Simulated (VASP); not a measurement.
# Mg11Zn5O16 (P1) in VASP: relaxation of volume and atoms at fixed shape with PBEsol

Aim: the relaxation of volume and atoms at fixed shape of Mg11Zn5O16 with PBEsol.

Program: VASP 6.6.1. These are calculated values, not measurements. Logs are shortened: lines on timing, memory, paths and dates and some standing lists are left out, and cuts for length are marked.

### Step 1. The cell of the first run

The typed cell holds 64 atoms: a = 8.460 Å, b = 8.460 Å, c = 8.460 Å, α = 90.00°, β = 90.00°, γ = 90.00°.

### Step 2. Relaxation of volume and atoms at fixed shape, PBEsol

Contents of INCAR:

```
SYSTEM = Mg11Zn5O16
ALGO = Normal
EDIFF = 1E-6
EDIFFG = -0.03
ENCUT = 600
GGA = PS
IBRION = 2
ISIF = 8
ISMEAR = -1
ISYM = 0
LASPH = .True.
LCHARG = .False.
LREAL = Auto
LWAVE = .False.
NELM = 80
NSW = 100
PREC = Accurate
SIGMA = 0.05
```

Contents of KPOINTS:

```
Automatic mesh
0
Gamma
  1 1 1
  0.25 0.25 0.25
```

Contents of POSCAR:

```
Mg11Zn5O16
1.0
    8.4602520000      0.0000000000      0.0000000000
    0.0000000000      8.4602520000      0.0000000000
    0.0000000000      0.0000000000      8.4602520000
O Mg Zn
32 22 10
Direct
    0.2509140000      0.0011220000      0.0022980000
    0.2476510000      0.9987950000      0.4975840000
    0.2504890000      0.4988390000      0.9939770000
    0.2471590000      0.4992610000      0.5017550000
    0.7530070000      0.9964070000      0.9979380000
    0.7503240000      0.9997260000      0.5009280000
    0.7487770000      0.4982610000      0.9990360000
    0.7493950000      0.4998570000      0.4957840000
    0.0003950000      0.2511000000      0.0034690000
    0.0006750000      0.2518970000      0.4975350000
    0.0023720000      0.7504300000      0.0019310000
    0.0029890000      0.7522410000      0.4999290000
    0.4994690000      0.2525610000      0.9983440000
    0.4984710000      0.2478130000      0.5013730000
    0.4951660000      0.7516790000      0.9968730000
    0.5007730000      0.7509990000      0.4982380000
    0.9999420000      0.9973650000      0.2458460000
    0.0004980000      0.9982730000      0.7483520000
    0.0031090000      0.5015060000      0.2486110000
    0.0012790000      0.5006620000      0.7478030000
    0.4975300000      0.0024450000      0.2468760000
    0.5015240000      0.0014010000      0.7523040000
    0.5006390000      0.4994940000      0.2562250000
    0.5025500000      0.4971320000      0.7473840000
    0.2499060000      0.2473570000      0.2498910000
    0.2511520000      0.2542100000      0.7508620000
    0.2508550000      0.7529200000      0.2497950000
    0.2502960000      0.7498080000      0.7493220000
    0.7519870000      0.2495720000      0.2497740000
    0.7496630000      0.2491360000      0.7529260000
    0.7507460000      0.7486330000      0.2528210000
    0.7434000000      0.7490970000      0.7514530000
    0.0002080000      0.0010010000      0.0019720000
    0.0006370000      0.9998690000      0.4983120000
    0.0017470000      0.4996290000      0.4951940000
    0.5026370000      0.9975070000      0.9983750000
    0.4948850000      0.5030010000      0.0028500000
    0.4982710000      0.4982270000      0.5011310000
    0.2538120000      0.7508460000      0.0020420000
    0.2484430000      0.7486880000      0.5003750000
    0.7514220000      0.2544950000      0.9978130000
    0.7556440000      0.2541360000      0.4998080000
    0.7495070000      0.7503630000      0.0015960000
    0.2458170000      0.0020520000      0.2498790000
    0.2529960000      0.9958540000      0.7510930000
    0.2517770000      0.5023890000      0.2487960000
    0.7490730000      0.9978830000      0.2496760000
    0.7490530000      0.5016990000      0.2522810000
    0.7494130000      0.5009180000      0.7495890000
    0.0009630000      0.2502780000      0.2485640000
    0.9997640000      0.2470300000      0.7507800000
    0.4988000000      0.2485030000      0.2504220000
    0.4984680000      0.2477300000      0.7511330000
    0.5029010000      0.7462340000      0.7502690000
    0.9984950000      0.4994170000      0.0032490000
    0.4958680000      0.0025600000      0.5002330000
    0.2460350000      0.2482650000      0.0047600000
    0.2536160000      0.2494880000      0.5045860000
    0.7509240000      0.7533850000      0.4978460000
    0.2515780000      0.4991470000      0.7476530000
    0.7515960000      0.9986740000      0.7500290000
    0.0027440000      0.7477780000      0.2525820000
    0.9986750000      0.7520090000      0.7499760000
    0.5051090000      0.7494700000      0.2480540000
```

Potentials or basis: VASP PAW PBE potentials, release 64 (O, Mg, Zn).

The run is started by

```bash
$ cat potpaw_PBE.64/O/POTCAR potpaw_PBE.64/Mg/POTCAR potpaw_PBE.64/Zn/POTCAR > POTCAR
$ mpirun -np 1 vasp_std > vasp.out
```

OUTCAR:

```text
SYSTEM = Mg11Zn5O16
   EDIFF = 1E-6
   EDIFFG = -0.03
   ENCUT = 600
   GGA = PS
   IBRION = 2
   ISIF = 8
   ISMEAR = -1
   ISYM = 0
   LASPH = .True.
   LREAL = Auto
   NELM = 80
   NSW = 100
   PREC = Accurate

 ion  position               nearest neighbor table
   1  0.251  0.001  0.002-  57 2.09  44 2.10  39 2.12  33 2.12  45 2.13  36 2.13
   2  0.248  0.999  0.498-  34 2.09  44 2.10  56 2.10  40 2.12  58 2.12  45 2.15
   3  0.250  0.499  0.994-  37 2.07  60 2.08  57 2.12  39 2.13  55 2.13  46 2.16
   4  0.247  0.499  0.502-  35 2.08  60 2.08  40 2.11  58 2.11  38 2.12  46 2.14
   5  0.753  0.996  0.998-  43 2.08  33 2.09  61 2.10  36 2.12  47 2.13  41 2.18
   6  0.750  1.000  0.501-  59 2.08  61 2.11  34 2.12  47 2.13  42 2.15  56 2.15
[... 76 lines left out ...]
  58  0.254  0.249  0.505-  14 2.07  26 2.08   4 2.11   2 2.12  10 2.14  25 2.16  56 2.93  53 2.94
                            60 2.95  38 2.95  52 2.99  51 2.99  45 2.99  35 3.00  44 3.01  34 3.01
  59  0.751  0.753  0.498-  31 2.07   6 2.08  16 2.12  12 2.13   8 2.15  32 2.15  47 2.95  64 2.97
                            34 2.97  62 2.97  48 2.97  61 2.98  63 2.99  54 2.99  49 3.02  56 3.02
  60  0.252  0.499  0.748-  26 2.07   4 2.08   3 2.08  20 2.12  28 2.12  24 2.12  58 2.95  38 2.95
                            40 2.97  53 2.98  54 2.98  37 2.98  35 3.00  51 3.01  63 3.03  39 3.03
  61  0.752  0.999  0.750-   5 2.10  18 2.11   6 2.11  32 2.11  22 2.12  30 2.12  63 2.95  51 2.97
                            36 2.98  59 2.98  43 2.99  33 2.99  34 3.00  54 3.00  53 3.00  41 3.01
  62  0.003  0.748  0.253-  19 2.08  12 2.09  27 2.10  17 2.11  11 2.12  31 2.13  35 2.94  40 2.95
                            46 2.96  59 2.97  44 2.98  55 2.98  34 2.98  48 2.99  39 3.00  47 3.01
  63  0.999  0.752  0.750-  18 2.08  12 2.12  20 2.13  28 2.13  11 2.13  32 2.16  61 2.95  45 2.98
                            40 2.99  34 2.99  59 2.99  49 2.99  43 3.00  33 3.00  60 3.03  55 3.03
  64  0.505  0.749  0.248-  31 2.08  23 2.12  16 2.12  15 2.13  21 2.14  27 2.15  43 2.94  48 2.94
                            37 2.94  47 2.95  59 2.97  39 2.98  36 2.98  46 2.99  38 3.02  56 3.02

IMPORTANT INFORMATION: All symmetrisations will be switched off!
NOSYMM: (Re-)initialisation of all symmetry stuff for point group C_1.

----------------------------------------------------------------------------------------

                                     Primitive cell

  volume of cell :     605.5498

  direct lattice vectors                    reciprocal lattice vectors
     8.460252000  0.000000000  0.000000000     0.118199789  0.000000000  0.000000000
     0.000000000  8.460252000  0.000000000     0.000000000  0.118199789  0.000000000
     0.000000000  0.000000000  8.460252000     0.000000000  0.000000000  0.118199789

  length of vectors
     8.460252000  8.460252000  8.460252000     0.118199789  0.118199789  0.118199789

  position of ions in fractional coordinates (direct lattice)
     0.250914000  0.001122000  0.002298000
     0.247651000  0.998795000  0.497584000
     0.250489000  0.498839000  0.993977000
     0.247159000  0.499261000  0.501755000
     0.753007000  0.996407000  0.997938000
     0.750324000  0.999726000  0.500928000
[... 56 lines left out ...]
     0.998675000  0.752009000  0.749976000
     0.505109000  0.749470000  0.248054000

  ion indices of the primitive-cell ions
   primitive index   ion index
                 1           1
                 2           2
                 3           3
                 4           4
                 5           5
                 6           6
[... 56 lines left out ...]
                63          63
                64          64

----------------------------------------------------------------------------------------

 KPOINTS: Automatic mesh

Automatic generation of k-mesh.
 Grid dimensions read from file:
 generate k-points for:    1    1    1

 Generating k-lattice:

  Cartesian coordinates                     Fractional coordinates (reciprocal lattice)
     0.118199789  0.000000000  0.000000000     1.000000000  0.000000000  0.000000000
     0.000000000  0.118199789  0.000000000     0.000000000  1.000000000  0.000000000
     0.000000000  0.000000000  0.118199789     0.000000000  0.000000000  1.000000000

  Length of vectors
     0.118199789  0.118199789  0.118199789

  Shift w.r.t. Gamma in fractional coordinates (k-lattice)
     0.250000000  0.250000000  0.250000000

 Subroutine IBZKPT returns following result:
 ===========================================

 Found      4 irreducible k-points:

 Following reciprocal coordinates:
            Coordinates               Weight
  0.250000  0.250000  0.250000      2.000000
 -0.250000  0.250000  0.250000      2.000000
 -0.250000 -0.250000  0.250000      2.000000
  0.250000 -0.250000  0.250000      2.000000
   k-points           NKPTS =      4   k-points in BZ     NKDIM =      4   number of bands    NBANDS=    213
   number of dos      NEDOS =    301   number of ions     NIONS =     64
   total plane-waves  NPLWV = 343000
   dimension x,y,z NGX =    70 NGY =   70 NGZ =   70
   dimension x,y,z NGXF=   140 NGYF=  140 NGZF=  140
   ions per type =              32  22  10
   NGX,Y,Z   is equivalent  to a cutoff of  13.76, 13.76, 13.76 a.u.
   NGXF,Y,Z  is equivalent  to a cutoff of  27.51, 27.51, 27.51 a.u.
 SYSTEM =  Mg11Zn5O16
   PREC   = accura    normal or accurate (medium, high low for compatibility)
   ISTART =      0    job   : 0-new  1-cont  2-samecut
   ICHARG =      2    charge: 1-file 2-atom 10-const
   ISPIN  =      1    spin polarized calculation?
   LNONCOLLINEAR =      F non collinear calculations
   LSORBIT =      F    spin-orbit coupling
   LASPH  =      T    aspherical Exc in radial PAW
   ENCUT  =  600.0 eV  44.10 Ry    6.64 a.u.  16.90 16.90 16.90*2*pi/ulx,y,z
   NELM   =     80;   NELMIN=  2; NELMDL= -5     # of ELM steps
   EDIFF  = 0.1E-05   stopping-criterion for ELM
   LREAL  =      T    real-space projection
   EDIFFG = -.3E-01   stopping-criterion for IOM
   NSW    =    100    number of steps for IOM
   IBRION =      2    ionic relax: 0-MD 1-quasi-New 2-CG
   NFREE  =      1    steps in history (QN), initial steepest desc. (CG)
   ISIF   =      8    stress and relaxation
   ISYM   =      0    0-nonsym 1-usesym 2-fastsym
   POTIM  = 0.5000    time-step for ionic-motion
   TEBEG  =    0.0;   TEEND  =   0.0 temperature during run
   PSTRESS=    0.0 pullay stress
   NELECT =     356.0000    total number of electrons
   NUPDOWN=      -1.0000    fix difference up-down
   EMIN   =  10.00;   EMAX   =-10.00  energy-range for DOS
   EFERMI =   0.00;   METHOD = LEGACY
   ISMEAR =    -1;   SIGMA  =   0.05  broadening in eV -4-tet -1-fermi 0-gaus
   EFERMI_NEDOS =   21; number of points for ismear=-14 and -15
   IALGO  =     38    algorithm
   IMIX   =      4    mixing-type and parameters
     AMIX     =   0.40;   BMIX     =  1.00
     AMIX_MAG =   1.60;   BMIX_MAG =  1.00
  volume/ion in A,a.u.               =       9.46        63.85
  Fermi-wavevector in a.u.,A,eV,Ry     =   1.371434  2.591634 25.590257  1.880831
  Thomas-Fermi vector in A             =   2.497131
   LORBIT       =      0    0 simple, 1 ext, 2 COOP (PROOUT), +10 PAW based schemes
   GGA     = PS    functional components
   LHFCALC =     F    Hartree Fock is set to
   AEXX    =    0.0000 exact exchange contribution
   IVDW    =     0    specifies the selected vdW correction
   LEPSILON=     F    determine dielectric tensor
   LRPA    =     F    only Hartree local field effects (RPA)
 conjugate gradient relaxation of ions
 non-spin polarized calculation
  energy-cutoff  :      600.00
  volume of cell :      605.55
 maximum number of plane-waves:     20186
 NGX is ok and might be reduce to    70
   NGX = 33   NGY = 33   NGZ = 33

--------------------------------------- Ionic step        1  -------------------------------------------

 number of electron     355.9999996 magnetization

 Free energy of the ion-electron system (eV)
  ---------------------------------------------------
  ext. energy  EPLUGINS =         0.00000000
  ---------------------------------------------------
  free energy    TOTEN  =      -369.91163317 eV

  energy without entropy =     -369.91163317  energy(sigma->0) =     -369.91163317

------------------------ aborting loop because EDIFF is reached ----------------------------------------

  FORCE on cell =-STRESS in cart. coord.  units (eV):
  Direction    XX          YY          ZZ          XY          YZ          ZX
  --------------------------------------------------------------------------------------
  -------------------------------------------------------------------------------------
  Total        1.8472684      1.0702958      1.5947208     -1.0743348      0.2264644      0.3049484
  in kB        4.8875439      2.8318125      4.2193480     -2.8424990      0.5991845      0.8068392
  external PRESSURE =       3.9795681 kB  Pullay stress =       0.0000000 kB
[... 275 lines left out ...]
  FREE ENERGIE OF THE ION-ELECTRON SYSTEM (eV)
  ---------------------------------------------------
  free  energy   TOTEN  =      -370.4596860648 eV

  energy  without entropy=     -370.4596860648  energy(sigma->0) =     -370.45968606

[... ionic steps 4 to 7 ...]

--------------------------------------- Ionic step        8  -------------------------------------------

 number of electron     355.9999887 magnetization

------------------------ aborting loop because EDIFF is reached ----------------------------------------
[... 191 lines left out ...]
--------------------------------------- Ionic step       10  -------------------------------------------

 number of electron     355.9999885 magnetization

 Free energy of the ion-electron system (eV)
  ---------------------------------------------------
  ext. energy  EPLUGINS =         0.00000000
  ---------------------------------------------------
  free energy    TOTEN  =      -370.54798427 eV

  energy without entropy =     -370.54798427  energy(sigma->0) =     -370.54798427

 E-fermi :   4.3970     XC(G=0): -11.7227

 val. band max:        3.1199248300   @ k =   0.2500  -0.2500   0.2500
 cond. band min:       7.0683677909   @ k =   0.2500  -0.2500   0.2500
 fundamental gap:      3.9484429609
 Fermi energy:         4.3969620360

 k-point     1 :       0.2500    0.2500    0.2500
  band No.  band energies     occupation
      1     -14.5673      2.00000
      2     -14.2057      2.00000
      3     -14.1662      2.00000
      4     -14.1228      2.00000
      5     -13.8703      2.00000
      6     -13.8398      2.00000
[... 761 lines left out ...]
    189      10.3122      0.00000
    190      10.4716      0.00000
 [bands above 190 left out]

------------------------ aborting loop because EDIFF is reached ----------------------------------------

  FORCE on cell =-STRESS in cart. coord.  units (eV):
  Direction    XX          YY          ZZ          XY          YZ          ZX
  --------------------------------------------------------------------------------------
  -------------------------------------------------------------------------------------
  Total       -0.0775766      0.2352160      0.0407774     -0.6727701      0.2729064      0.1347157
  in kB       -0.2054994      0.6230839      0.1080187     -1.7821586      0.7229252      0.3568600
  external PRESSURE =       0.1752011 kB  Pullay stress =       0.0000000 kB
[... 79 lines left out ...]
  FREE ENERGIE OF THE ION-ELECTRON SYSTEM (eV)
  ---------------------------------------------------
  free  energy   TOTEN  =      -370.5479842727 eV

  energy  without entropy=     -370.5479842727  energy(sigma->0) =     -370.54798427

 reached required accuracy - stopping structural energy minimisation
```

Wall time 1.7 h (1 thread of Intel Xeon 6975P-C (Granite Rapids), shared host); peak memory 1.1 GiB.

Results:

```
Free energy                           : -370.5480 eV
Relaxed volume                        : 9.45 Å³/atom
Relaxed cell                          : a = 8.457 Å, b = 8.457 Å, c = 8.457 Å, α = 90.00°, β = 90.00°, γ = 90.00°
Space group after relaxing (to 0.1 Å) : P1 (No. 1)
Energy gained by relaxing             : 9.9 meV/atom
Ionic steps                           : 10
Pressure after relaxing               : 0.0 GPa
Largest force after relaxing          : 0.014 eV/Å
Band gap on the k mesh                : 3.95 eV
```

Forces on the atoms (eV/Å):
```
O    0.002  0.003 -0.003
O   -0.001  0.001 -0.001
O    0.000 -0.001 -0.005
O   -0.001  0.001 -0.005
O    0.002  0.000  0.008
O   -0.005  0.000  0.005
O    0.002  0.002  0.001
O    0.003  0.001  0.013
O    0.002 -0.003  0.000
O   -0.002 -0.003 -0.003
O    0.004 -0.002  0.000
O   -0.002 -0.002  0.002
O    0.001  0.000  0.004
O    0.001  0.002 -0.008
O   -0.003  0.000  0.000
O   -0.010  0.001 -0.001
O   -0.005 -0.008  0.005
O    0.008  0.007  0.006
O    0.001  0.000  0.000
O   -0.002  0.009  0.003
O   -0.005 -0.005  0.002
O   -0.001  0.007 -0.003
O   -0.004 -0.002 -0.001
O    0.005  0.008 -0.004
O    0.000  0.001 -0.005
O   -0.001  0.003 -0.008
O   -0.005 -0.003 -0.003
O    0.002  0.002 -0.005
O   -0.007 -0.010 -0.001
O   -0.002  0.006 -0.003
O    0.003 -0.006 -0.004
O    0.006  0.001  0.000
Mg   0.009  0.000  0.001
Mg  -0.001  0.004  0.002
Mg   0.001 -0.006  0.001
Mg   0.002 -0.002  0.004
Mg   0.006  0.004  0.003
Mg  -0.003  0.002  0.000
Mg  -0.003  0.004 -0.002
Mg   0.000 -0.002 -0.002
Mg  -0.003 -0.004  0.000
Mg   0.004  0.005 -0.001
Mg   0.003  0.001  0.001
Mg  -0.005 -0.005  0.007
Mg   0.002  0.001 -0.003
Mg  -0.003 -0.001 -0.001
Mg  -0.006 -0.005  0.005
Mg   0.000 -0.006 -0.002
Mg   0.005  0.004  0.007
Mg  -0.002 -0.004  0.008
Mg   0.002  0.000 -0.002
Mg  -0.001  0.005 -0.003
Mg   0.001  0.007 -0.002
Mg  -0.005  0.005  0.000
Zn   0.002 -0.004  0.006
Zn  -0.003 -0.007 -0.004
Zn   0.003 -0.006 -0.002
Zn  -0.005 -0.001 -0.010
Zn   0.003 -0.007  0.001
Zn   0.011  0.007 -0.003
Zn   0.004  0.004  0.006
Zn  -0.001 -0.001  0.003
Zn   0.001  0.006  0.005
Zn  -0.003 -0.008 -0.009
```

Stress tensor (GPa, compression positive):
```
-0.02 -0.18  0.04
-0.18  0.06  0.07
 0.04  0.07  0.01
```

Step by step:
| step | energy change (eV) | largest force (eV/Å) | pressure (GPa) | volume (Å³) |
| --- | --- | --- | --- | --- |
| 1 | 0.0000 | 1.1053 | 0.40 | 605.55 |
| 2 | -0.5287 | 0.2998 | -0.62 | 607.61 |
| 3 | -0.5481 | 0.3221 | -0.80 | 608.09 |
| 4 | -0.6138 | 0.1392 | 0.27 | 603.96 |
| 5 | -0.6170 | 0.1134 | 0.59 | 602.79 |
| 6 | -0.6312 | 0.0619 | -0.08 | 605.17 |
| 7 | -0.6314 | 0.0658 | -0.15 | 605.48 |
| 8 | -0.6351 | 0.0312 | -0.04 | 605.05 |
| 9 | -0.6355 | 0.0360 | 0.01 | 604.85 |
| 10 | -0.6364 | 0.0136 | 0.02 | 604.83 |

Levels at points of the mesh, in eV from the valence-band top:
```tsv
k point	band 176	band 177	band 178	band 179	band 180	band 181
(0.25, 0.25, 0.25)	-0.20	-0.11	-0.01	3.95	5.20	5.37
```

Caveat: the PAW data sets were made with another functional, which shifts forces and pressure a little; a shifted mesh leaves out Γ, where band edges can lie. A k mesh can miss the band edges.
